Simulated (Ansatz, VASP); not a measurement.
MgCd3Te4: VASP beside Ansatz

Contents of INCAR:

```
SYSTEM = MgCd3Te4
PREC = Accurate
ENCUT = 520
EDIFF = 1E-7
ISMEAR = 0
SIGMA = 0.1
LREAL = .FALSE.
LASPH = .TRUE.
NELM = 60
ALGO = Normal
ISIF = 2
LWAVE = .FALSE.
LCHARG = .FALSE.
GGA = PE
NBANDS = 41
```

The input KPOINTS:

```
regular mesh
0
G
  2 2 2
  0 0 0
```

POSCAR

```
MgCd3Te4
1.0
    6.5906455909      0.0000000000      0.0000000000
    0.0000000000      6.5906455909      0.0000000000
   -3.2953227955     -3.2953227955      6.5904730229
Mg Cd Te
1 3 4
Direct
    0.0000000000      0.0000000000      0.0000000000
    0.2500000000      0.7500000000      0.5000000000
    0.5000000000      0.5000000000      0.0000000000
    0.7500000000      0.2500000000      0.5000000000
    0.3706408876      0.8766016996      0.2472425873
    0.6293591124      0.6293591124      0.7527574127
    0.8766016996      0.3706408876      0.2472425873
    0.1233983004      0.1233983004      0.7527574127
```

Input for Ansatz:

```yaml
crystal:
  lattice:
    - [6.5906455909, 0.0, 0.0]
    - [0.0, 6.5906455909, 0.0]
    - [-3.2953227955, -3.2953227955, 6.5904730229]
  atoms:
    - { symbol: Mg, position: [0.0, 0.0, 0.0] }
    - { symbol: Cd, position: [0.25, 0.75, 0.5] }
    - { symbol: Cd, position: [0.5, 0.5, 0.0] }
    - { symbol: Cd, position: [0.75, 0.25, 0.5] }
    - { symbol: Te, position: [0.3706408876, 0.8766016996, 0.2472425873] }
    - { symbol: Te, position: [0.6293591124, 0.6293591124, 0.7527574127] }
    - { symbol: Te, position: [0.8766016996, 0.3706408876, 0.2472425873] }
    - { symbol: Te, position: [0.1233983004, 0.1233983004, 0.7527574127] }
basis:
  ecutwfc: 420
kpoints:
  mp_grid: { grid: [2, 2, 2] }
hamiltonian:
  xc: pbe
scf:
  occupations: { method: gaussian, width: 0.1 }
  lower_state_search: "off"
output:
  forces: true
  stress: true
  eigenvalues: true
```

Alike in both runs: task single point; functional PBE; k mesh 2 × 2 × 2; occupations gaussian, width 0.1 eV; no spin polarisation.

|  | VASP | Ansatz |
| --- | --- | --- |
| version | VASP 6.6.1 | Ansatz 0.2.0 |
| potentials or method | VASP PAW PBE potentials, release 64 (Mg, Cd, Te), cutoff 520 eV | scalar-relativistic, plane waves, PAW |
| valence electrons in the cell | 62 | 134 |

```tsv
	VASP	Ansatz	Ansatz less VASP
gap on the k mesh at the Fermi level (eV)	1.00	1.01	+0.004
least direct gap on the mesh (eV)	1.00	1.01	+0.004
pressure (GPa)	0.1	0.0	-0.08
traceless stress, the component that is largest in VASP (GPa)	-0.09	-0.08	0.000
rms of the force components (eV/Å)	0.006	0.001	-0.0046
```

Atom by atom the forces differ by 0.006 eV/Å (rms over components). VASP's potentials hold 62 valence electrons a cell and Ansatz's 134, so a difference there can come from the potentials and not from the codes.

The k mesh is coarse, so the values compare programs but aren't converged. Neither program's run includes spin-orbit coupling.
